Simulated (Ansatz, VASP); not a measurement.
## Al in VASP and in Ansatz

File INCAR:

```
PREC = Accurate
ENCUT = 520
EDIFF = 1E-7
ISMEAR = 0
SIGMA = 0.15
LREAL = False
LASPH = True
NELM = 80
ALGO = Normal
ISIF = 2
LWAVE = False
LCHARG = False
GGA = PS
NBANDS = 8
```

Contents of KPOINTS:

```
regular mesh
0
Gamma
  20 20 20
```

POSCAR

```
Al
1.0
   -1.6707796245      1.6707796245      1.5514382228
    1.6707796245     -1.6707796245      1.5514382228
    1.6707796245      1.6707796245     -1.5514382228
Al
1
Direct
    0.0000000000      0.0000000000      0.0000000000
```

Input for Ansatz:

```yaml
crystal:
  lattice:
    - [-1.6707796245, 1.6707796245, 1.5514382228]
    - [1.6707796245, -1.6707796245, 1.5514382228]
    - [1.6707796245, 1.6707796245, -1.5514382228]
  atoms:
    - { symbol: Al, position: [0.0, 0.0, 0.0] }
basis:
  ecutwfc: 420
kpoints:
  mp_grid: { grid: [20, 20, 20] }
hamiltonian:
  xc: pbesol
scf:
  occupations: { method: gaussian, width: 0.15 }
output:
  forces: true
  stress: true
  eigenvalues: true
```

Change from the starting cell: strain +0.050 along x and y, -0.025 along z, atoms carried along.

Alike in both runs: task single point; functional PBEsol; k mesh 20 × 20 × 20; occupations gaussian, width 0.15 eV; no spin polarisation.

```csv
,VASP,Ansatz
version,VASP 6.6.1,Ansatz 0.2.0
potentials or method,"VASP PAW PBE potentials, release 64 (Al), cutoff 520 eV","scalar-relativistic, plane waves, PAW"
valence electrons in the cell,3,3
```

|  | VASP | Ansatz | Ansatz less VASP |
| --- | --- | --- | --- |
| gap on the k mesh at the Fermi level (eV) | none | none | - |
| pressure (GPa) | -3.0 | -3.0 | -0.05 |
| traceless stress, the component that is largest in VASP (GPa) | -1.21 | -1.21 | 0.000 |

VASP's potentials were made for PBE, not for PBEsol. A gap of «none» marks a metal or a gap that the smearing closes. The functional is the same, so the differences come from potentials, cutoffs and numerics.
